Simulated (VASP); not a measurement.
# SrO (I4/mmm) in VASP: single point with LDA

Aim: the single point of SrO with LDA.

Program: VASP 6.6.1. These are calculated values, not measurements. Logs are shortened: lines on timing, memory, paths and dates and some standing lists are left out, and cuts for length are marked.

### Step 1. The cell of the first run

The structure is tetragonal, space group I4/mmm (No. 139). Conventional cell: a = 3.679 Å, b = 3.679 Å, c = 4.995 Å, α = 90.00°, β = 90.00°, γ = 90.00°. Sr (site symmetry 4/mmm) has 6 O at 2.50 to 2.60 Å within 3.3 Å. O (site symmetry 4/mmm) has 6 Sr at 2.50 to 2.60 Å within 3.3 Å.

### Step 2. Single point, LDA

Input file INCAR:

```
PREC = Accurate
ENCUT = 600
EDIFF = 1E-6
ISMEAR = -1
SIGMA = 0.05
LREAL = F
LASPH = T
NELM = 120
ALGO = Normal
ISIF = 2
LWAVE = F
LCHARG = F
GGA = CA
NBANDS = 15
GGA_COMPAT = F
```

Input file KPOINTS:

```
Automatic mesh
0
Gamma
  6 6 6
```

Input file POSCAR:

```
SrO
1.0
    0.0000000000      2.6014591635      2.4974007970
    2.6014591635      0.0000000000      2.4974007970
    2.6014591635      2.6014591635      0.0000000000
Sr O
1 1
Direct
    0.5000000000      0.5000000000      0.5000000000
    0.0000000000      0.0000000000      0.0000000000
```

Potentials or basis: VASP PAW LDA potentials, release 64 (Sr_sv, O).

Run with:

```
$ cat potpaw_LDA.64/Sr_sv/POTCAR potpaw_LDA.64/O/POTCAR > POTCAR
$ mpirun -np 1 vasp_std > vasp.out
```

OUTCAR:

```text
PREC = Accurate
   ENCUT = 600
   EDIFF = 1E-6
   ISMEAR = -1
   LREAL = F
   LASPH = T
   NELM = 120
   ISIF = 2
   GGA = CA

 ion  position               nearest neighbor table
   1  0.500  0.500  0.500-   2 2.50   2 2.50   2 2.60   2 2.60   2 2.60   2 2.60
   2  0.000  0.000  0.000-   1 2.50   1 2.50   1 2.60   1 2.60   1 2.60   1 2.60

  LATTYP: Found a body centered tetragonal cell.
 ALAT       =     3.6790188310
 C/A-ratio  =     1.3576450199

  Lattice vectors:

 A1 = (   0.0000000000,  -2.6014591635,  -2.4974007970)
 A2 = (   0.0000000000,   2.6014591635,  -2.4974007970)
 A3 = (   2.6014591635,   0.0000000000,   2.4974007970)

Analysis of symmetry for initial positions (statically):
=====================================================================
 Subroutine PRICEL returns:
 Original cell was already a primitive cell.

 Routine SETGRP: Setting up the symmetry group for a
 body centered tetragonal supercell.

 Subroutine GETGRP returns: Found 16 space group operations
 (whereof 16 operations were pure point group operations)
 out of a pool of 16 trial point group operations.

The static configuration has the point symmetry D_4h.

Analysis of symmetry for dynamics (positions and initial velocities):
=====================================================================
 Subroutine PRICEL returns:
 Original cell was already a primitive cell.

 Routine SETGRP: Setting up the symmetry group for a
 body centered tetragonal supercell.

 Subroutine GETGRP returns: Found 16 space group operations
 (whereof 16 operations were pure point group operations)
 out of a pool of 16 trial point group operations.

The dynamic configuration has the point symmetry D_4h.

 Subroutine INISYM returns: Found 16 space group operations
 (whereof 16 operations are pure point group operations),
 and found     1 'primitive' translations

----------------------------------------------------------------------------------------

                                     Primitive cell

  volume of cell :      33.8028

  direct lattice vectors                    reciprocal lattice vectors
     0.000000000  2.601459163  2.497400797    -0.192199827  0.192199827  0.200208153
     2.601459163  0.000000000  2.497400797     0.192199827 -0.192199827  0.200208153
     2.601459163  2.601459163  0.000000000     0.192199827  0.192199827 -0.200208153

  length of vectors
     3.606189196  3.606189196  3.679018831     0.337586805  0.337586805  0.337586805

  position of ions in fractional coordinates (direct lattice)
     0.500000000  0.500000000  0.500000000
     0.000000000  0.000000000  0.000000000

  ion indices of the primitive-cell ions
   primitive index   ion index
                 1           1
                 2           2

----------------------------------------------------------------------------------------

 KPOINTS: Automatic mesh

Automatic generation of k-mesh.
 Grid dimensions read from file:
 generate k-points for:    6    6    6

 Generating k-lattice:

  Cartesian coordinates                     Fractional coordinates (reciprocal lattice)
    -0.032033304  0.032033304  0.033368025     0.166666667 -0.000000000  0.000000000
     0.032033304 -0.032033304  0.033368025    -0.000000000  0.166666667  0.000000000
     0.032033304  0.032033304 -0.033368025     0.000000000  0.000000000  0.166666667

  Length of vectors
     0.056264468  0.056264468  0.056264468

  Shift w.r.t. Gamma in fractional coordinates (k-lattice)
     0.000000000  0.000000000  0.000000000

 Subroutine IBZKPT returns following result:
 ===========================================

 Found     30 irreducible k-points:

 Following reciprocal coordinates:
            Coordinates               Weight
  0.000000  0.000000  0.000000      1.000000
  0.166667  0.000000  0.000000      8.000000
  0.333333  0.000000  0.000000      8.000000
  0.500000  0.000000  0.000000      4.000000
  0.166667  0.166667  0.000000      2.000000
  0.333333  0.166667  0.000000      8.000000
[... 16 lines left out ...]
  0.333333  0.000000  0.333333      4.000000
  0.500000 -0.000000  0.333333     16.000000
 [... further k-points ...]
   k-points           NKPTS =     30   k-points in BZ     NKDIM =     30   number of bands    NBANDS=     15
   number of dos      NEDOS =    301   number of ions     NIONS =      2
   total plane-waves  NPLWV =  27000
   dimension x,y,z NGX =    30 NGY =   30 NGZ =   30
   dimension x,y,z NGXF=    60 NGYF=   60 NGZF=   60
   ions per type =               1   1
   NGX,Y,Z   is equivalent  to a cutoff of  13.83, 13.83, 13.56 a.u.
   NGXF,Y,Z  is equivalent  to a cutoff of  27.66, 27.66, 27.11 a.u.
 SYSTEM =  unknown system
   PREC   = accura    normal or accurate (medium, high low for compatibility)
   ISTART =      0    job   : 0-new  1-cont  2-samecut
   ICHARG =      2    charge: 1-file 2-atom 10-const
   ISPIN  =      1    spin polarized calculation?
   LNONCOLLINEAR =      F non collinear calculations
   LSORBIT =      F    spin-orbit coupling
   LASPH  =      T    aspherical Exc in radial PAW
   ENCUT  =  600.0 eV  44.10 Ry    6.64 a.u.   7.20  7.20  7.35*2*pi/ulx,y,z
   NELM   =    120;   NELMIN=  2; NELMDL= -5     # of ELM steps
   EDIFF  = 0.1E-05   stopping-criterion for ELM
   LREAL  =      F    real-space projection
   EDIFFG = 0.1E-04   stopping-criterion for IOM
   NSW    =      0    number of steps for IOM
   IBRION =     -1    ionic relax: 0-MD 1-quasi-New 2-CG
   NFREE  =      0    steps in history (QN), initial steepest desc. (CG)
   ISIF   =      2    stress and relaxation
   ISYM   =      2    0-nonsym 1-usesym 2-fastsym
   POTIM  = 0.5000    time-step for ionic-motion
   TEBEG  =    0.0;   TEEND  =   0.0 temperature during run
   PSTRESS=    0.0 pullay stress
   NELECT =      16.0000    total number of electrons
   NUPDOWN=      -1.0000    fix difference up-down
   EMIN   =  10.00;   EMAX   =-10.00  energy-range for DOS
   EFERMI =   0.00;   METHOD = LEGACY
   ISMEAR =    -1;   SIGMA  =   0.05  broadening in eV -4-tet -1-fermi 0-gaus
   EFERMI_NEDOS =   21; number of points for ismear=-14 and -15
   IALGO  =     38    algorithm
   IMIX   =      4    mixing-type and parameters
     AMIX     =   0.40;   BMIX     =  1.00
     AMIX_MAG =   1.60;   BMIX_MAG =  1.00
  volume/ion in A,a.u.               =      16.90       114.06
  Fermi-wavevector in a.u.,A,eV,Ry     =   1.275843  2.410995 22.147245  1.627777
  Thomas-Fermi vector in A             =   2.408533
   LORBIT       =      0    0 simple, 1 ext, 2 COOP (PROOUT), +10 PAW based schemes
   GGA     = CA    functional components
   LHFCALC =     F    Hartree Fock is set to
   AEXX    =    0.0000 exact exchange contribution
   IVDW    =     0    specifies the selected vdW correction
   LEPSILON=     F    determine dielectric tensor
   LRPA    =     F    only Hartree local field effects (RPA)
 non-spin polarized calculation
  energy-cutoff  :      600.00
  volume of cell :       33.80
 maximum number of plane-waves:      1154
 NGX is ok and might be reduce to    30
   NGX = 15   NGY = 15   NGZ = 15

 number of electron      15.9999998 magnetization

 Free energy of the ion-electron system (eV)
  ---------------------------------------------------
  ext. energy  EPLUGINS =         0.00000000
  ---------------------------------------------------
  free energy    TOTEN  =       -13.36299104 eV

  energy without entropy =      -13.36299104  energy(sigma->0) =      -13.36299104

 E-fermi :   2.6016     XC(G=0): -10.5502

 val. band max:        1.4841941055   @ k =   0.0000   0.0000   0.0000
 cond. band min:       4.3665979536   @ k =   0.5000   0.5000   0.0000
 fundamental gap:      2.8824038481
 Fermi energy:         2.6016299083

 k-point     1 :       0.0000    0.0000    0.0000
  band No.  band energies     occupation
      1     -30.6892      2.00000
      2     -13.4011      2.00000
      3     -12.4160      2.00000
      4     -12.4160      2.00000
      5     -12.4040      2.00000
      6       1.3162      2.00000
      7       1.3162      2.00000
      8       1.4842      2.00000
      9       5.1676      0.00000
     10       7.3925      0.00000
     11       7.3925      0.00000
     12       7.7057      0.00000
     13       9.4432      0.00000
     14      10.0713      0.00000
     15      13.8521      0.00000

 k-point     2 :       0.1667    0.0000    0.0000
  band No.  band energies     occupation
      1     -30.6524      2.00000
      2     -14.0294      2.00000
      3     -12.4474      2.00000
      4     -12.4242      2.00000
      5     -11.8642      2.00000
      6       0.6087      2.00000
      7       0.9896      2.00000
      8       1.0769      2.00000
      9       6.3324      0.00000
     10       7.2769      0.00000
     11       7.9652      0.00000
     12       8.1278      0.00000
     13      10.1438      0.00000
     14      10.8076      0.00000
     15      15.5619      0.00000

 k-point     3 :       0.3333    0.0000    0.0000
  band No.  band energies     occupation
      1     -30.5776      2.00000
      2     -14.7667      2.00000
      3     -12.5088      2.00000
      4     -12.4530      2.00000
      5     -11.2909      2.00000
      6      -0.4503      2.00000
      7       0.4341      2.00000
      8       0.4573      2.00000
      9       7.4672      0.00000
     10       8.4779      0.00000
     11       9.3390      0.00000
     12       9.4121      0.00000
     13      11.7529      0.00000
     14      12.3963      0.00000
     15      17.1501      0.00000

 k-point     4 :       0.5000    0.0000    0.0000
  band No.  band energies     occupation
      1     -30.5396      2.00000
      2     -15.0555      2.00000
      3     -12.5389      2.00000
      4     -12.4671      2.00000
      5     -11.0834      2.00000
      6      -0.8861      2.00000
      7       0.1879      2.00000
      8       0.1913      2.00000
      9       7.8337      0.00000
     10       9.6695      0.00000
     11      10.1763      0.00000
     12      10.2586      0.00000
     13      13.1857      0.00000
     14      13.5528      0.00000
     15      16.1904      0.00000
[... 307 lines left out ...]
 k-point    22 :      -0.3333    0.5000    0.1667
  band No.  band energies     occupation
      1     -30.4864      2.00000
      2     -13.9724      2.00000
      3     -13.2829      2.00000
      4     -13.0084      2.00000
      5     -12.0613      2.00000
      6       0.4744      2.00000
      7       0.9742      2.00000
      8       1.1096      2.00000
      9       5.7409      0.00000
     10       8.8279      0.00000
     11       9.9102      0.00000
     12      12.3073      0.00000
     13      12.6225      0.00000
     14      14.4112      0.00000
     15      14.9115      0.00000

 k-point    23 :       0.3333    0.0000    0.3333
  band No.  band energies     occupation
      1     -30.5500      2.00000
      2     -14.1192      2.00000
      3     -12.7133      2.00000
      4     -12.6624      2.00000
      5     -12.2855      2.00000
      6       0.2205      2.00000
      7       1.1819      2.00000
      8       1.3804      2.00000
      9       5.0261      0.00000
     10       8.1319      0.00000
     11      11.0361      0.00000
     12      11.0755      0.00000
     13      11.1435      0.00000
     14      11.6644      0.00000
     15      17.6943      0.00000

 k-point    24 :       0.5000   -0.0000    0.3333
  band No.  band energies     occupation
      1     -30.5129      2.00000
      2     -14.1599      2.00000
      3     -13.1014      2.00000
      4     -12.7021      2.00000
      5     -12.1239      2.00000
      6       0.5546      2.00000
      7       0.8318      2.00000
      8       1.0559      2.00000
      9       5.4065      0.00000
     10       9.2372      0.00000
     11      10.3268      0.00000
     12      11.6344      0.00000
     13      12.2200      0.00000
     14      13.5702      0.00000
     15      14.8913      0.00000

 [... further k-points ...]

------------------------ aborting loop because EDIFF is reached ----------------------------------------

  FORCE on cell =-STRESS in cart. coord.  units (eV):
  Direction    XX          YY          ZZ          XY          YZ          ZX
  --------------------------------------------------------------------------------------
  -------------------------------------------------------------------------------------
  Total       -1.0145546     -1.0145546      0.2226056      0.0000000     -0.0000000      0.0000000
  in kB      -48.0876696    -48.0876696     10.5510174      0.0000000     -0.0000000      0.0000000
  external PRESSURE =     -28.5414406 kB  Pullay stress =       0.0000000 kB

 VOLUME and BASIS-vectors are now :
 -----------------------------------------------------------------------------
  energy-cutoff  :      600.00
  volume of cell :       33.80
      direct lattice vectors                 reciprocal lattice vectors
     0.000000000  2.601459163  2.497400797    -0.192199827  0.192199827  0.200208153
     2.601459163  0.000000000  2.497400797     0.192199827 -0.192199827  0.200208153
     2.601459163  2.601459163  0.000000000     0.192199827  0.192199827 -0.200208153

 POSITION                                       TOTAL-FORCE (eV/Angst)
 -----------------------------------------------------------------------------------
      2.60146      2.60146      2.49740         0.000000      0.000000      0.000000
      0.00000      0.00000      0.00000        -0.000000     -0.000000      0.000000
 -----------------------------------------------------------------------------------
    total drift:                               -0.000000      0.000000      0.000000

  FREE ENERGIE OF THE ION-ELECTRON SYSTEM (eV)
  ---------------------------------------------------
  free  energy   TOTEN  =       -13.3629910450 eV

  energy  without entropy=      -13.3629910450  energy(sigma->0) =      -13.36299104
```

Wall time 20 s (1 thread of Intel Xeon 6975P-C (Granite Rapids), shared host); peak memory 0.16 GiB.

What came out:

```
Free energy            : -13.3630 eV
Pressure               : -2.9 GPa
Band gap on the k mesh : 2.88 eV (least direct gap 3.10 eV)
```

Stress tensor (GPa, compression positive):
```
-4.81  0.00  0.00
 0.00 -4.81  0.00
 0.00  0.00  1.06
```

Levels at points of the mesh, in eV from the valence-band top:
```tsv
k point	band 5	band 6	band 7	band 8	band 9	band 10	band 11	band 12
(0.00, 0.00, 0.00)	-13.89	-0.17	-0.17	0.00	3.68	5.91	5.91	6.22
(0.50, 0.00, 0.00)	-12.57	-2.37	-1.30	-1.29	6.35	8.19	8.69	8.77
(0.50, 0.50, 0.00)	-14.34	-0.34	-0.25	-0.25	2.88	7.71	10.10	10.20
(0.50, 0.00, 0.50)	-14.23	-0.62	-0.26	-0.06	3.04	7.65	10.04	10.16
```

A k mesh can miss the band edges. LDA gaps usually lie below the measured ones, often by a third to a half.
